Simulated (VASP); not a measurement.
# H11C7O in VASP: notebook

The runs below take H11C7O through single point, with PBE+D3(BJ).

All numbers are computed with VASP 6.6.1; they aren't measurements. Logs are shortened: lines on timing, memory, paths and dates and some standing lists are left out, and cuts for length are marked.

## 1. The cell of the first run

The cell holds an amorphous packing of atoms, 38 atoms: a = 8.909 Å, b = 8.909 Å, c = 8.909 Å, α = 90.00°, β = 90.00°, γ = 90.00°.

## 2. Single point, PBE+D3(BJ)

Input file INCAR:

```
SYSTEM = H11C7O
PREC = Accurate
ENCUT = 520
EDIFF = 1E-6
ISMEAR = -1
SIGMA = 0.05
LREAL = Auto
LASPH = .True.
NELM = 80
ALGO = Normal
ISIF = 2
LWAVE = .False.
LCHARG = .False.
GGA = PE
IVDW = 12
NBANDS = 70
```

Input file KPOINTS:

```
regular mesh
0
Gamma
  1 1 1
  0 0 0
```

Input file POSCAR:

```
H11C7O
1.0
    8.9093790000      0.0000000000      0.0000000000
    0.0000000000      8.9093790000      0.0000000000
    0.0000000000      0.0000000000      8.9093790000
C O H
14 2 22
Direct
    0.9218751575      0.3366475878      0.5844373436
    0.8031651063      0.3845997479      0.4721036651
    0.4786244654      0.4233166428      0.7547528043
    0.5859426827      0.5352118773      0.8247004159
    0.5106080076      0.7582443544      0.4274655327
    0.4835334919      0.8228788397      0.5435559579
    0.8801330787      0.8214585259      0.8296907437
    0.8554179912      0.9063931572      0.7260327937
    0.1155963705     -0.0127095647      0.3082880689
    0.0502937994     -0.0076706982      0.1894404240
    0.0084627951      0.6061169472      0.1576768842
    0.0013903468      0.5008220897      0.0724174335
    0.3758491500      0.3448195292      0.1777020537
    0.4224165855      0.2177068630      0.1647920951
    0.7131443873      0.2552785579      0.4370233128
    0.5010320402      0.6450624739      0.9080998284
    0.6380562548      0.2840244292      0.3630462403
    0.7328258234      0.4747115916      0.5203925624
    0.8571137871      0.4294108303      0.3698251607
    0.9891793193      0.4337143977      0.6205640716
    0.8689776649      0.2864748778      0.6843340314
    0.9976901183      0.2531877112      0.5343126206
    0.5687466857      0.7279443849      0.9289495964
    0.6651510139      0.4770565981      0.9005881400
    0.6520839790      0.5918937816      0.7368584077
    0.5417260707      0.3379878443      0.6916170926
    0.4121985139      0.3665845472      0.8416310382
    0.4020131737      0.4800322227      0.6765796208
    0.4602377234      0.8787513420      0.6475934271
    0.5351411510      0.7005149626      0.3247817926
    0.8321761812      0.9806150648      0.6331304869
    0.9064900139      0.7431845815      0.9187334098
   -0.0061547377     -0.0039630486      0.0829852467
    0.1763419780     -0.0162524784      0.4122661293
   -0.0029626358      0.4068634714     -0.0026104413
    0.0173273312      0.7023465005      0.2300093882
    0.4606532082      0.1040017602      0.1525832866
    0.3301216259      0.4564353964      0.1853856340
```

Potentials or basis: VASP PAW PBE potentials, release 64 (C, O, H).

Launch:

```
> cat potpaw_PBE.64/C/POTCAR potpaw_PBE.64/O/POTCAR potpaw_PBE.64/H/POTCAR > POTCAR
> mpirun -np 1 vasp_gam > vasp.out
```

OUTCAR:

```text
SYSTEM = H11C7O
   PREC = Accurate
   ENCUT = 520
   EDIFF = 1E-6
   ISMEAR = -1
   LREAL = Auto
   LASPH = .True.
   NELM = 80
   ISIF = 2
   GGA = PE
   IVDW = 12
 IVDW          = 12

 ion  position               nearest neighbor table
   1  0.922  0.337  0.584-  22 1.10  20 1.10  21 1.10   2 1.52
   2  0.803  0.385  0.472-  19 1.10  18 1.11  15 1.44   1 1.52
   3  0.479  0.423  0.755-  27 1.10  28 1.10  26 1.10   4 1.52
   4  0.586  0.535  0.825-  25 1.10  24 1.11  16 1.44   3 1.52
   5  0.511  0.758  0.427-  30 1.07   6 1.21
   6  0.484  0.823  0.544-  29 1.07   5 1.21
   7  0.880  0.821  0.830-  32 1.08   8 1.21
   8  0.855  0.906  0.726-  31 1.08   7 1.21
   9  0.116  0.987  0.308-  34 1.07  10 1.21
  10  0.050  0.992  0.189-  33 1.07   9 1.21
  11  0.008  0.606  0.158-  36 1.08  12 1.21
  12  0.001  0.501  0.072-  35 1.07  11 1.21
  13  0.376  0.345  0.178-  38 1.08  14 1.21
  14  0.422  0.218  0.165-  37 1.07  13 1.21
  15  0.713  0.255  0.437-  17 0.97   2 1.44
  16  0.501  0.645  0.908-  23 0.97   4 1.44
  17  0.638  0.284  0.363-  15 0.97
  18  0.733  0.475  0.520-   2 1.11
  19  0.857  0.429  0.370-   2 1.10
  20  0.989  0.434  0.621-   1 1.10
  21  0.869  0.286  0.684-   1 1.10
  22  0.998  0.253  0.534-   1 1.10
[... 14 lines left out ...]
  37  0.461  0.104  0.153-  14 1.07
  38  0.330  0.456  0.185-  13 1.08

  LATTYP: Found a simple cubic cell.
 ALAT       =     8.9093790000

  Lattice vectors:

 A1 = (   8.9093790000,   0.0000000000,   0.0000000000)
 A2 = (   0.0000000000,   8.9093790000,   0.0000000000)
 A3 = (   0.0000000000,   0.0000000000,   8.9093790000)

Analysis of symmetry for initial positions (statically):
=====================================================================
 Subroutine PRICEL returns:
 Original cell was already a primitive cell.

 Routine SETGRP: Setting up the symmetry group for a
 simple cubic supercell.

 Subroutine GETGRP returns: Found  1 space group operations
 (whereof  1 operations were pure point group operations)
 out of a pool of 48 trial point group operations.

The static configuration has the point symmetry C_1 .

Analysis of symmetry for dynamics (positions and initial velocities):
=====================================================================
 Subroutine PRICEL returns:
 Original cell was already a primitive cell.

 Routine SETGRP: Setting up the symmetry group for a
 simple cubic supercell.

 Subroutine GETGRP returns: Found  1 space group operations
 (whereof  1 operations were pure point group operations)
 out of a pool of 48 trial point group operations.

The dynamic configuration has the point symmetry C_1 .

 Subroutine INISYM returns: Found  1 space group operations
 (whereof  1 operations are pure point group operations),
 and found     1 'primitive' translations

----------------------------------------------------------------------------------------

                                     Primitive cell

  volume of cell :     707.2001

  direct lattice vectors                    reciprocal lattice vectors
     8.909379000  0.000000000  0.000000000     0.112241268  0.000000000  0.000000000
     0.000000000  8.909379000  0.000000000     0.000000000  0.112241268  0.000000000
     0.000000000  0.000000000  8.909379000     0.000000000  0.000000000  0.112241268

  length of vectors
     8.909379000  8.909379000  8.909379000     0.112241268  0.112241268  0.112241268

  position of ions in fractional coordinates (direct lattice)
     0.921875157  0.336647588  0.584437344
     0.803165106  0.384599748  0.472103665
     0.478624465  0.423316643  0.754752804
     0.585942683  0.535211877  0.824700416
     0.510608008  0.758244354  0.427465533
     0.483533492  0.822878840  0.543555958
[... 30 lines left out ...]
     0.460653208  0.104001760  0.152583287
     0.330121626  0.456435396  0.185385634

  ion indices of the primitive-cell ions
   primitive index   ion index
                 1           1
                 2           2
                 3           3
                 4           4
[... 48 lines left out ...]
   TEBEG  =    0.0;   TEEND  =   0.0 temperature during run
   PSTRESS=    0.0 pullay stress
   NELECT =      90.0000    total number of electrons
   NUPDOWN=      -1.0000    fix difference up-down
   EMIN   =  10.00;   EMAX   =-10.00  energy-range for DOS
   EFERMI =   0.00;   METHOD = LEGACY
   ISMEAR =    -1;   SIGMA  =   0.05  broadening in eV -4-tet -1-fermi 0-gaus
   EFERMI_NEDOS =   21; number of points for ismear=-14 and -15
   IALGO  =     38    algorithm
   IMIX   =      4    mixing-type and parameters
     AMIX     =   0.40;   BMIX     =  1.00
     AMIX_MAG =   1.60;   BMIX_MAG =  1.00
  volume/ion in A,a.u.               =      18.61       125.59
  Fermi-wavevector in a.u.,A,eV,Ry     =   0.823458  1.556110  9.225885  0.678083
  Thomas-Fermi vector in A             =   1.934972
   LORBIT       =      0    0 simple, 1 ext, 2 COOP (PROOUT), +10 PAW based schemes
   GGA     = PE    functional components
   LHFCALC =     F    Hartree Fock is set to
   AEXX    =    0.0000 exact exchange contribution
   IVDW    =    12    specifies the selected vdW correction
   LEPSILON=     F    determine dielectric tensor
   LRPA    =     F    only Hartree local field effects (RPA)
 non-spin polarized calculation
  energy-cutoff  :      520.00
  volume of cell :      707.20
 maximum number of plane-waves:      9547
 NGX is ok and might be reduce to    70
   NGX = 33   NGY = 33   NGZ = 33

 number of electron      90.0000004 magnetization

 Free energy of the ion-electron system (eV)
  ---------------------------------------------------
  ext. energy  EPLUGINS =         0.00000000
  ---------------------------------------------------
  free energy    TOTEN  =      -209.07980278 eV

  energy without entropy =     -209.07980278  energy(sigma->0) =     -209.07980278

 E-fermi :  -2.6292     XC(G=0):  -5.1445

 val. band max:       -3.8906098223   @ k =   0.0000   0.0000   0.0000
 cond. band min:       0.9286993062   @ k =   0.0000   0.0000   0.0000
 fundamental gap:      4.8193091285
 Fermi energy:        -2.6292001715

 k-point     1 :       0.0000    0.0000    0.0000
  band No.  band energies     occupation
      1     -23.1813      2.00000
      2     -23.0532      2.00000
      3     -16.7984      2.00000
      4     -16.6071      2.00000
      5     -16.5884      2.00000
      6     -16.5562      2.00000
[... 49 lines left out ...]
     56       1.8336      0.00000
     57       2.1948      0.00000
 [bands above 57 left out]

------------------------ aborting loop because EDIFF is reached ----------------------------------------

 Edisp (eV)   -1.14758

 E8    (eV) :    -0.2679

  FORCE on cell =-STRESS in cart. coord.  units (eV):
  Direction    XX          YY          ZZ          XY          YZ          ZX
  --------------------------------------------------------------------------------------
  -------------------------------------------------------------------------------------
  Total      -1.69009    -2.28530    -2.67216     0.43131     0.44509    -0.38873
  in kB      -3.82893    -5.17740    -6.05383     0.97715     1.00835    -0.88068
  external pressure =       -5.02 kB  Pullay stress =        0.00 kB

 VOLUME and BASIS-vectors are now :
 -----------------------------------------------------------------------------
  energy-cutoff  :      520.00
  volume of cell :      707.20
      direct lattice vectors                 reciprocal lattice vectors
     8.909379000  0.000000000  0.000000000     0.112241268  0.000000000  0.000000000
     0.000000000  8.909379000  0.000000000     0.000000000  0.112241268  0.000000000
     0.000000000  0.000000000  8.909379000     0.000000000  0.000000000  0.112241268

 POSITION                                       TOTAL-FORCE (eV/Angst)
 -----------------------------------------------------------------------------------
      8.21334      2.99932      5.20697         0.002722      0.011984      0.031469
      7.15570      3.42654      4.20615         0.046349      0.044463      0.005287
      4.26425      3.77149      6.72438         0.010461      0.020783      0.001390
      5.22039      4.76841      7.34757         0.019714     -0.090222     -0.048324
      4.54920      6.75549      3.80845         0.004173     -0.016484     -0.044266
      4.30798      7.33134      4.84275        -0.005191      0.019272      0.015208
[... 30 lines left out ...]
      4.10413      0.92659      1.35942        -0.033172      0.136047      0.056380
      2.94118      4.06656      1.65167         0.094618     -0.162612     -0.028273
 -----------------------------------------------------------------------------------
    total drift:                               -0.003940     -0.032286     -0.027953

  FREE ENERGIE OF THE ION-ELECTRON SYSTEM (eV)
  ---------------------------------------------------
  free  energy   TOTEN  =      -210.2273834334 eV

  energy  without entropy=     -210.2273834334  energy(sigma->0) =     -210.22738343
```

Run time: 2.5 min. Hardware: 1 thread of Intel Xeon 6975P-C, shared host; peak memory 0.66 GiB.

Results:

- Free energy: -210.2274 eV
- Pressure: -0.5 GPa
- Largest force: 0.243 eV/Å
- Band gap on the k mesh: 4.82 eV
- Dispersion energy per atom: -0.030 eV

Forces in eV/Å, atoms in the order of the input:
```
C    0.003  0.012  0.031
C    0.046  0.044  0.005
C    0.010  0.021  0.001
C    0.020 -0.090 -0.048
C    0.004 -0.016 -0.044
C   -0.005  0.019  0.015
C    0.012  0.095 -0.150
C   -0.009 -0.112  0.155
C    0.019 -0.001 -0.003
C    0.001  0.004 -0.003
C    0.016  0.058  0.020
C    0.007 -0.068 -0.063
C    0.047 -0.108 -0.019
C   -0.039  0.144  0.039
O    0.022 -0.044  0.055
O   -0.034  0.022  0.029
H   -0.085 -0.001 -0.042
H   -0.011 -0.012 -0.017
H   -0.026 -0.029  0.029
H   -0.021 -0.031 -0.027
H    0.018  0.035 -0.033
H   -0.008  0.004  0.014
H    0.043  0.069  0.021
H    0.003 -0.005  0.007
H    0.012  0.002 -0.011
H   -0.012  0.009  0.004
H   -0.013 -0.002  0.020
H   -0.008  0.017  0.002
H    0.014 -0.060 -0.042
H   -0.016  0.026  0.025
H    0.006 -0.109  0.171
H   -0.041  0.156 -0.182
H    0.022  0.012  0.072
H   -0.045 -0.017 -0.074
H   -0.009  0.020  0.040
H   -0.007 -0.035 -0.027
H   -0.033  0.136  0.056
H    0.095 -0.163 -0.028
```

Stress tensor (GPa, compression positive):
```
-0.38  0.10 -0.09
 0.10 -0.52  0.10
-0.09  0.10 -0.61
```

Levels at points of the mesh, in eV from the valence-band top:
| k point | band 42 | band 43 | band 44 | band 45 | band 46 | band 47 | band 48 | band 49 |
| --- | --- | --- | --- | --- | --- | --- | --- | --- |
| (0.00, 0.00, 0.00) | -1.15 | -1.05 | -0.19 | 0.00 | 4.82 | 4.86 | 5.08 | 5.17 |

Caveat: the k points lie up to 0.71 Å⁻¹ apart.

(Part 1 of 2 ends here.)
